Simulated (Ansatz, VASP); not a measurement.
# AlGaN2 in VASP and in Ansatz

```
CELL_PARAMETERS angstrom
3.04038 0.00000 0.00000
0.00000 3.04038 0.00000
0.00000 0.00000 4.71247
ATOMIC_POSITIONS crystal
Al 0.50000 0.50000 0.50000
Ga 0.00000 0.00000 0.00000
N 0.50000 0.00000 0.73908
N 0.00000 0.50000 0.26092
```

Alike in both runs: task single point; functional r2SCAN; k mesh 8 × 8 × 6; occupations gaussian, width 0.05 eV; no spin polarisation.

|  | VASP | Ansatz |
| --- | --- | --- |
| version | VASP 6.6.1 | Ansatz 0.2.0 |
| potentials or method | VASP PAW PBE potentials, release 64 (Al, Ga_d, N), cutoff 520 eV | scalar-relativistic, plane waves, PAW |
| valence electrons in the cell | 26 | 26 |

```csv
,VASP,Ansatz,Ansatz less VASP
gap on the k mesh at the Fermi level (eV),3.17,3.16,-0.009
least direct gap on the mesh (eV),3.17,3.16,-0.009
pressure (GPa),-0.2,-0.5,-0.34
"traceless stress, the component that is largest in VASP (GPa)",-11.14,-11.17,-0.027
rms of the force components (eV/Å),0.021,0.060,+0.0390
```

VASP's potentials were made for PBE, not for r2SCAN. Atom by atom the forces differ by 0.039 eV/Å (rms over components). With one functional, cell and mesh, what is left measures potentials, basis and numerics.
